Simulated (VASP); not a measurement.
Runs of VASP 6.6.1 on BeTe. The structure is hexagonal, space group P6_3/mmc (No. 194). The conventional cell has a = 4.031 Å, b = 4.031 Å, c = 8.144 Å, α = 90.00°, β = 90.00°, γ = 120.00°. Be (site symmetry -6m2) has 3 Te at 2.33 Å within 3.1 Å. Within 3.1 Å of Te (site symmetry -6m2) lie 3 Be at 2.33 Å. 

| level | spin | grid for exact exchange (PRECFOCK) | screening parameter | gap on the mesh (eV) | pressure (GPa) |
| --- | --- | --- | --- | --- | --- |
| PBE | non-collinear, zero start, SOC | - | - | - | 0.5 |
| PBE | off | - | - | 2.73 | (b) |
| r2SCAN | off | - | - | (a) | 0.1 |
| HSE06 | off | Normal | 0.2079 1/Å | 3.58 | -0.4 |
| PBEsol | off | - | - | 2.68 | -0.7 |

Alike in all rows: task single point; potentials or basis VASP PAW PBE potentials, release 64 (Be, Te); cell as given; k mesh 6 × 6 × 2; cutoff (eV) 520; smearing gaussian 0.01 eV.

Question: Estimate the missing entries.

Answer: (a) 3.23; (b) 0.4.

Caveats: some runs use coarse meshes; spin-orbit coupling is left out, which moves the levels of the heavy elements (some runs); the PAW data sets were made with another functional, which shifts forces and pressure a little (some runs).

A k mesh can miss the band edges, and rows without SOC leave out spin-orbit coupling on Te.
